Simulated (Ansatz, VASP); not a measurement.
Ca in VASP and in Ansatz

```xyz
1
Lattice="0.0000 2.7627 2.7627 2.7627 0.0000 2.7627 2.7627 2.7627 0.0000" Properties=species:S:1:pos:R:3 pbc="T T T"
Ca    0.0000    0.0000    0.0000
```

Alike in both runs: task single point; functional PBE; k mesh 10 × 10 × 10; occupations gaussian, width 0.6 eV; no spin polarisation.

|  | VASP | Ansatz |
| --- | --- | --- |
| version | VASP 6.6.1 | Ansatz 0.2.0 |
| potentials or method | VASP PAW PBE potentials, release 64 (Ca_sv), cutoff 520 eV | plane waves (420 eV) with PAW, scalar-relativistic |
| valence electrons in the cell | 10 | 10 |

|  | VASP | Ansatz | Ansatz less VASP |
| --- | --- | --- | --- |
| pressure (GPa) | 0.1 | 0.1 | -0.01 |
